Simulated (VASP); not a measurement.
# Os (Fm-3m) in VASP: further runs

Os is run at these levels: PBE; tasks: electric field gradients.

All numbers are computed with VASP 6.6.1; they aren't measurements. Logs are shortened: lines on timing, memory, paths and dates and some standing lists are left out, and cuts for length are marked.

### Step 1. The cell of the first run

Symmetry: Fm-3m, No. 225, cubic system. The conventional cell has a = 3.916 Å, b = 3.916 Å, c = 3.916 Å, α = 90.00°, β = 90.00°, γ = 90.00°. Os (site symmetry m-3m) has 12 Os at 2.77 Å within 3.6 Å.

### Step 2. Electric field gradients, PBE (volume scaled by 1.02)

Contents of INCAR:

```
ALGO = Normal ; EDIFF = 1E-8
ENCUT = 520 ; GGA = PE
ISIF = 2 ; ISMEAR = -1
LASPH = True ; LCHARG = False
LEFG = True ; LREAL = False
LWAVE = False ; NBANDS = 10
NELM = 60 ; PREC = Accurate
SIGMA = 0.05
```

Contents of KPOINTS:

```
k-points
0
Gamma
  14 14 14
```

Contents of POSCAR:

```
Os
1.0
    0.0000000000      1.9578811701      1.9578811701
    1.9578811701      0.0000000000      1.9578811701
    1.9578811701      1.9578811701      0.0000000000
Os
1
Direct
    0.0000000000      0.0000000000      0.0000000000
```

Potentials or basis: VASP PAW PBE potentials, release 64 (Os).

Launch:

```
$ cat potpaw_PBE.64/Os/POTCAR > POTCAR
$ mpirun -np 1 vasp_std > vasp.out
```

OUTCAR:

```text
EDIFF = 1E-8
   ENCUT = 520
   GGA = PE
   ISIF = 2
   ISMEAR = -1
   LASPH = True
   LREAL = False
   NELM = 60
   PREC = Accurate

 ion  position               nearest neighbor table
   1  0.000  0.000  0.000-

  LATTYP: Found a face centered cubic cell.
 ALAT       =     3.9157623402

  Lattice vectors:

 A1 = (   0.0000000000,   1.9578811701,   1.9578811701)
 A2 = (   1.9578811701,   0.0000000000,   1.9578811701)
 A3 = (   1.9578811701,   1.9578811701,   0.0000000000)

Analysis of symmetry for initial positions (statically):
=====================================================================
 Subroutine PRICEL returns:
 Original cell was already a primitive cell.

 Routine SETGRP: Setting up the symmetry group for a
 face centered cubic supercell.

 Subroutine GETGRP returns: Found 48 space group operations
 (whereof 48 operations were pure point group operations)
 out of a pool of 48 trial point group operations.

The static configuration has the point symmetry O_h .

Analysis of symmetry for dynamics (positions and initial velocities):
=====================================================================
 Subroutine PRICEL returns:
 Original cell was already a primitive cell.

 Routine SETGRP: Setting up the symmetry group for a
 face centered cubic supercell.

 Subroutine GETGRP returns: Found 48 space group operations
 (whereof 48 operations were pure point group operations)
 out of a pool of 48 trial point group operations.

The dynamic configuration has the point symmetry O_h .

 Subroutine INISYM returns: Found 48 space group operations
 (whereof 48 operations are pure point group operations),
 and found     1 'primitive' translations

----------------------------------------------------------------------------------------

                                     Primitive cell

  volume of cell :      15.0103

  direct lattice vectors                    reciprocal lattice vectors
     0.000000000  1.957881170  1.957881170    -0.255378114  0.255378114  0.255378114
     1.957881170  0.000000000  1.957881170     0.255378114 -0.255378114  0.255378114
     1.957881170  1.957881170  0.000000000     0.255378114  0.255378114 -0.255378114

  length of vectors
     2.768862104  2.768862104  2.768862104     0.442327868  0.442327868  0.442327868

  position of ions in fractional coordinates (direct lattice)
     0.000000000  0.000000000  0.000000000

  ion indices of the primitive-cell ions
   primitive index   ion index
                 1           1

----------------------------------------------------------------------------------------

 KPOINTS: k-points

Automatic generation of k-mesh.
 Grid dimensions read from file:
 generate k-points for:   14   14   14

 Generating k-lattice:

  Cartesian coordinates                     Fractional coordinates (reciprocal lattice)
    -0.018241294  0.018241294  0.018241294     0.071428571  0.000000000  0.000000000
     0.018241294 -0.018241294  0.018241294     0.000000000  0.071428571  0.000000000
     0.018241294  0.018241294 -0.018241294     0.000000000  0.000000000  0.071428571

  Length of vectors
     0.031594848  0.031594848  0.031594848

  Shift w.r.t. Gamma in fractional coordinates (k-lattice)
     0.000000000  0.000000000  0.000000000

 Subroutine IBZKPT returns following result:
 ===========================================

 Found    104 irreducible k-points:

 Following reciprocal coordinates:
            Coordinates               Weight
  0.000000  0.000000  0.000000      1.000000
  0.071429  0.000000  0.000000      8.000000
  0.142857  0.000000  0.000000      8.000000
  0.214286  0.000000  0.000000      8.000000
  0.285714  0.000000  0.000000      8.000000
  0.357143  0.000000  0.000000      8.000000
[... 16 lines left out ...]
  0.214286  0.142857  0.000000     24.000000
  0.285714  0.142857  0.000000     24.000000
 [... further k-points ...]
   k-points           NKPTS =    104   k-points in BZ     NKDIM =    104   number of bands    NBANDS=     10
   number of dos      NEDOS =    301   number of ions     NIONS =      1
   total plane-waves  NPLWV =  13824
   dimension x,y,z NGX =    24 NGY =   24 NGZ =   24
   dimension x,y,z NGXF=    48 NGYF=   48 NGZF=   48
   ions per type =               1
   NGX,Y,Z   is equivalent  to a cutoff of  14.41, 14.41, 14.41 a.u.
   NGXF,Y,Z  is equivalent  to a cutoff of  28.82, 28.82, 28.82 a.u.
 SYSTEM =  unknown system
   PREC   = accura    normal or accurate (medium, high low for compatibility)
   ISTART =      0    job   : 0-new  1-cont  2-samecut
   ICHARG =      2    charge: 1-file 2-atom 10-const
   ISPIN  =      1    spin polarized calculation?
   LNONCOLLINEAR =      F non collinear calculations
   LSORBIT =      F    spin-orbit coupling
   LASPH  =      T    aspherical Exc in radial PAW
   ENCUT  =  520.0 eV  38.22 Ry    6.18 a.u.   5.15  5.15  5.15*2*pi/ulx,y,z
   NELM   =     60;   NELMIN=  2; NELMDL= -5     # of ELM steps
   EDIFF  = 0.1E-07   stopping-criterion for ELM
   LREAL  =      F    real-space projection
   EDIFFG = 0.1E-06   stopping-criterion for IOM
   NSW    =      0    number of steps for IOM
   IBRION =     -1    ionic relax: 0-MD 1-quasi-New 2-CG
   NFREE  =      0    steps in history (QN), initial steepest desc. (CG)
   ISIF   =      2    stress and relaxation
   ISYM   =      2    0-nonsym 1-usesym 2-fastsym
   POTIM  = 0.5000    time-step for ionic-motion
   TEBEG  =    0.0;   TEEND  =   0.0 temperature during run
   PSTRESS=    0.0 pullay stress
   NELECT =       8.0000    total number of electrons
   NUPDOWN=      -1.0000    fix difference up-down
   EMIN   =  10.00;   EMAX   =-10.00  energy-range for DOS
   EFERMI =   0.00;   METHOD = LEGACY
   ISMEAR =    -1;   SIGMA  =   0.05  broadening in eV -4-tet -1-fermi 0-gaus
   EFERMI_NEDOS =   21; number of points for ismear=-14 and -15
   IALGO  =     38    algorithm
   IMIX   =      4    mixing-type and parameters
     AMIX     =   0.40;   BMIX     =  1.00
     AMIX_MAG =   1.60;   BMIX_MAG =  1.00
  volume/ion in A,a.u.               =      15.01       101.29
  Fermi-wavevector in a.u.,A,eV,Ry     =   1.327319  2.508268 23.970398  1.761775
  Thomas-Fermi vector in A             =   2.456640
   LORBIT       =      0    0 simple, 1 ext, 2 COOP (PROOUT), +10 PAW based schemes
   GGA     = PE    functional components
   LHFCALC =     F    Hartree Fock is set to
   AEXX    =    0.0000 exact exchange contribution
   IVDW    =     0    specifies the selected vdW correction
   LEPSILON=     F    determine dielectric tensor
   LRPA    =     F    only Hartree local field effects (RPA)
 non-spin polarized calculation
  energy-cutoff  :      520.00
  volume of cell :       15.01
 maximum number of plane-waves:       415
 NGX is ok and might be reduce to    24
   NGX = 11   NGY = 11   NGZ = 11

 number of electron       8.0000000 magnetization

 Free energy of the ion-electron system (eV)
  ---------------------------------------------------
  ext. energy  EPLUGINS =         0.00000000
  ---------------------------------------------------
  free energy    TOTEN  =       -11.07271212 eV

  energy without entropy =      -11.06195709  energy(sigma->0) =      -11.06733461

 E-fermi :   8.2779     XC(G=0): -13.6524

 val. band max:        8.2768365701   @ k =   0.3571   0.2857   0.0714
 cond. band min:       8.2812086765   @ k =  -0.4286   0.3571   0.1429
 fundamental gap:      0.0043721064
 Fermi energy:         8.2778520016

 k-point     1 :       0.0000    0.0000    0.0000
  band No.  band energies     occupation
      1      -1.8793      2.00000
      2       5.6102      2.00000
      3       5.6102      2.00000
      4       5.6102      2.00000
      5       8.3408      0.44245
      6       8.3408      0.44245
      7      22.6054      0.00000
      8      28.0079      0.00000
      9      28.0079      0.00000
     10      28.0079      0.00000

 k-point     2 :       0.0714    0.0000    0.0000
  band No.  band energies     occupation
      1      -1.6586      2.00000
      2       5.4824      2.00000
      3       5.7082      2.00000
      4       5.7082      2.00000
      5       8.2744      1.03492
      6       8.2744      1.03492
      7      23.0053      0.00000
      8      26.9013      0.00000
      9      28.3899      0.00000
     10      28.3899      0.00000

 k-point     3 :       0.1429    0.0000    0.0000
  band No.  band energies     occupation
      1      -1.0348      2.00000
      2       5.1861      2.00000
      3       5.9347      2.00000
      4       5.9347      2.00000
      5       8.1687      1.79726
      6       8.1687      1.79726
      7      23.9990      0.00000
      8      25.0847      0.00000
      9      29.4809      0.00000
     10      29.4809      0.00000

 k-point     4 :       0.2143    0.0000    0.0000
  band No.  band energies     occupation
      1      -0.1486      2.00000
      2       4.9591      2.00000
      3       6.0729      2.00000
      4       6.0729      2.00000
      5       8.2924      0.85559
      6       8.2924      0.85559
      7      23.0893      0.00000
      8      25.2338      0.00000
      9      31.1113      0.00000
     10      31.1113      0.00000
[... 222 lines left out ...]
 k-point    22 :       0.1429    0.1429    0.0000
  band No.  band energies     occupation
      1      -0.7460      2.00000
      2       4.7553      2.00000
      3       6.2878      2.00000
      4       6.2878      2.00000
      5       7.3435      2.00000
      6       8.6932      0.00049
      7      24.6395      0.00000
      8      26.3509      0.00000
      9      28.2922      0.00000
     10      28.2922      0.00000

 k-point    23 :       0.2143    0.1429    0.0000
  band No.  band energies     occupation
      1      -0.0560      2.00000
      2       4.4003      2.00000
      3       6.3957      2.00000
      4       6.6039      2.00000
      5       7.2592      2.00000
      6       8.8943      0.00001
      7      25.2015      0.00000
      8      25.7653      0.00000
      9      28.3865      0.00000
     10      28.9418      0.00000

 k-point    24 :       0.2857    0.1429    0.0000
  band No.  band energies     occupation
      1       0.8223      2.00000
      2       4.1947      2.00000
      3       5.9363      2.00000
      4       6.7217      2.00000
      5       8.0455      1.98098
      6       9.3074      0.00000
      7      23.3864      0.00000
      8      26.3313      0.00000
      9      28.3867      0.00000
     10      29.2723      0.00000

 [... further k-points ...]

------------------------ aborting loop because EDIFF is reached ----------------------------------------

  FORCE on cell =-STRESS in cart. coord.  units (eV):
  Direction    XX          YY          ZZ          XY          YZ          ZX
  --------------------------------------------------------------------------------------
  -------------------------------------------------------------------------------------
  Total       -1.5245019     -1.5245019     -1.5245019     -0.0000000     -0.0000000     -0.0000000
  in kB     -162.7232341   -162.7232341   -162.7232341     -0.0000000     -0.0000000     -0.0000000
  external PRESSURE =    -162.7232341 kB  Pullay stress =       0.0000000 kB

 VOLUME and BASIS-vectors are now :
 -----------------------------------------------------------------------------
  energy-cutoff  :      520.00
  volume of cell :       15.01
      direct lattice vectors                 reciprocal lattice vectors
     0.000000000  1.957881170  1.957881170    -0.255378114  0.255378114  0.255378114
     1.957881170  0.000000000  1.957881170     0.255378114 -0.255378114  0.255378114
     1.957881170  1.957881170  0.000000000     0.255378114  0.255378114 -0.255378114

 POSITION                                       TOTAL-FORCE (eV/Angst)
 -----------------------------------------------------------------------------------
      0.00000      0.00000      0.00000        -0.000000      0.000000      0.000000
 -----------------------------------------------------------------------------------
    total drift:                               -0.000000      0.000000     -0.000000

  FREE ENERGIE OF THE ION-ELECTRON SYSTEM (eV)
  ---------------------------------------------------
  free  energy   TOTEN  =       -11.0727121242 eV

  energy  without entropy=      -11.0619570936  energy(sigma->0) =      -11.06733461

 Electric field gradients (V/A^2)
---------------------------------------------------------------------
 ion       V_xx      V_yy      V_zz      V_xy      V_xz      V_yz
---------------------------------------------------------------------
   1      -0.000    -0.000     0.000     0.000     0.000     0.000
---------------------------------------------------------------------

 Electric field gradients after diagonalization (V/A^2)
 (convention: |V_zz| > |V_xx| > |V_yy|)
----------------------------------------------------------------------
 ion       V_xx      V_yy      V_zz     asymmetry (V_yy - V_xx)/ V_zz
----------------------------------------------------------------------
   1      -0.000    -0.000     0.000       0.000
----------------------------------------------------------------------

           NMR quadrupolar parameters

 Cq : quadrupolar parameter    Cq=e*Q*V_zz/h
 eta: asymmetry parameters     (V_yy - V_xx)/ V_zz
 Q  : nuclear electric quadrupole moment in mb (millibarn)
----------------------------------------------------------------------
 ion       Cq(MHz)       eta       Q (mb)
----------------------------------------------------------------------
   1       0.000       0.000       1.000
----------------------------------------------------------------------
```

It took 8 s on 1 thread of Intel Xeon 6975P-C (Granite Rapids), shared host; peak memory 0.15 GiB.

Results:

* Free energy: -11.0727 eV
* Pressure: -16.3 GPa
* Band gap on the k mesh: zero (band 4 reaches 10.54 eV, above the bottom of band 5 at 7.11 eV)

Caveat: without QUAD_EFG the Cq values of the log hold for a quadrupole moment of 1 mb, not for the nuclei; spin-orbit coupling is left out, which moves the levels of the heavy elements.

### Step 3. Electric field gradients, PBE (volume scaled by 1.04)

Contents of INCAR:

```
PREC = Accurate ; ENCUT = 520
EDIFF = 1E-8 ; ISMEAR = -1
SIGMA = 0.05 ; LREAL = F
LASPH = T ; NELM = 60
ALGO = Normal ; ISIF = 2
LWAVE = F ; LCHARG = F
GGA = PE ; LEFG = T
NBANDS = 10
```

Contents of KPOINTS:

```
Automatic mesh
0
Gamma
  14 14 14
```

Contents of POSCAR:

```
Os
1.0
    0.0000000000      1.9705950404      1.9705950404
    1.9705950404      0.0000000000      1.9705950404
    1.9705950404      1.9705950404      0.0000000000
Os
1
Direct
    0.0000000000      0.0000000000      0.0000000000
```

Potentials or basis: VASP PAW PBE potentials, release 64 (Os).

Launch:

```
$ cat potpaw_PBE.64/Os/POTCAR > POTCAR
$ mpirun -np 1 vasp_std > vasp.out
```

OUTCAR:

```text
PREC = Accurate
   ENCUT = 520
   EDIFF = 1E-8
   ISMEAR = -1
   LREAL = F
   LASPH = T
   NELM = 60
   ISIF = 2
   GGA = PE

 ion  position               nearest neighbor table
   1  0.000  0.000  0.000-

  LATTYP: Found a face centered cubic cell.
 ALAT       =     3.9411900808

  Lattice vectors:

 A1 = (   0.0000000000,   1.9705950404,   1.9705950404)
 A2 = (   1.9705950404,   0.0000000000,   1.9705950404)
 A3 = (   1.9705950404,   1.9705950404,   0.0000000000)

Analysis of symmetry for initial positions (statically):
=====================================================================
 Subroutine PRICEL returns:
 Original cell was already a primitive cell.

 Routine SETGRP: Setting up the symmetry group for a
 face centered cubic supercell.

 Subroutine GETGRP returns: Found 48 space group operations
[... 492 lines left out ...]
  external PRESSURE =    -220.8028285 kB  Pullay stress =       0.0000000 kB

 VOLUME and BASIS-vectors are now :
 -----------------------------------------------------------------------------
  energy-cutoff  :      520.00
  volume of cell :       15.30
      direct lattice vectors                 reciprocal lattice vectors
     0.000000000  1.970595040  1.970595040    -0.253730467  0.253730467  0.253730467
     1.970595040  0.000000000  1.970595040     0.253730467 -0.253730467  0.253730467
     1.970595040  1.970595040  0.000000000     0.253730467  0.253730467 -0.253730467

 POSITION                                       TOTAL-FORCE (eV/Angst)
 -----------------------------------------------------------------------------------
      0.00000      0.00000      0.00000        -0.000000     -0.000000     -0.000000
 -----------------------------------------------------------------------------------
    total drift:                               -0.000000      0.000000     -0.000000

  FREE ENERGIE OF THE ION-ELECTRON SYSTEM (eV)
  ---------------------------------------------------
  free  energy   TOTEN  =       -11.0376489590 eV

  energy  without entropy=      -11.0266940770  energy(sigma->0) =      -11.03217152

 Electric field gradients (V/A^2)
---------------------------------------------------------------------
 ion       V_xx      V_yy      V_zz      V_xy      V_xz      V_yz
---------------------------------------------------------------------
   1       0.000     0.000     0.000     0.000     0.000     0.000
---------------------------------------------------------------------

 Electric field gradients after diagonalization (V/A^2)
 (convention: |V_zz| > |V_xx| > |V_yy|)
----------------------------------------------------------------------
 ion       V_xx      V_yy      V_zz     asymmetry (V_yy - V_xx)/ V_zz
----------------------------------------------------------------------
   1      -0.000    -0.000     0.000       0.000
----------------------------------------------------------------------

           NMR quadrupolar parameters

 Cq : quadrupolar parameter    Cq=e*Q*V_zz/h
 eta: asymmetry parameters     (V_yy - V_xx)/ V_zz
 Q  : nuclear electric quadrupole moment in mb (millibarn)
----------------------------------------------------------------------
 ion       Cq(MHz)       eta       Q (mb)
----------------------------------------------------------------------
   1       0.000       0.000       1.000
----------------------------------------------------------------------
```

stdout:

```text
POSCAR found type information on POSCAR Os
 POSCAR found :  1 types and       1 ions
 scaLAPACK will be used
 LDA part: xc-table for (Slater+PW92), standard interpolation
 POSCAR, INCAR and KPOINTS ok, starting setup
 FFT: planning ... GRIDC
 FFT: planning ... GRID_SOFT
 FFT: planning ... GRID
 WAVECAR not read
 entering main loop
ion   1
```

Run time: 8.8 s. Hardware: 1 thread of Intel Xeon 6975P-C (Granite Rapids), shared host; peak memory 0.15 GiB.

What came out:

* Free energy: -11.0376 eV
* Pressure: -22.1 GPa
* Band gap on the k mesh: zero (band 4 reaches 10.23 eV, above the bottom of band 5 at 6.87 eV)

Caveat: without QUAD_EFG the Cq values of the log hold for a quadrupole moment of 1 mb, not for the nuclei; spin-orbit coupling is left out, which moves the levels of the heavy elements.

(Continued in part 2 of 2.)
